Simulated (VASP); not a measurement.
Here is a VASP 6.6.1 calculation.

The input INCAR:

```
SYSTEM = AgCl
ALGO = Normal ; EDIFF = 1E-6
ENCUT = 520 ; GGA = PE
ISIF = 2 ; ISMEAR = -1
LASPH = .TRUE. ; LCHARG = .TRUE.
LELF = .TRUE. ; LREAL = .FALSE.
LVHAR = .TRUE. ; LWAVE = .FALSE.
NBANDS = 16 ; NELM = 100
PREC = Accurate ; SIGMA = 0.03
```

Contents of KPOINTS:

```
k-points
0
G
  11 11 11
  0 0 0
```

File POSCAR:

```
AgCl
1.0
    0.0000000000      3.0092147682      3.0092147682
    3.0092147682      0.0000000000      3.0092147682
    3.0092147682      3.0092147682      0.0000000000
Ag Cl
1 1
Direct
    0.0000000000      0.0000000000      0.0000000000
    0.2500000000      0.2500000000      0.2500000000
```

Potentials or basis: VASP PAW PBE potentials, release 64 (Ag, Cl).

The run is started by

```console
$ cat potpaw_PBE.64/Ag/POTCAR potpaw_PBE.64/Cl/POTCAR > POTCAR
$ mpirun -np 1 vasp_std > vasp.out
```

(1) Predict the band gap on the k mesh.

(2) What does it give for the pressure?

Answers

(1) 1.27 eV, direct.

(2) 0.5 GPa.
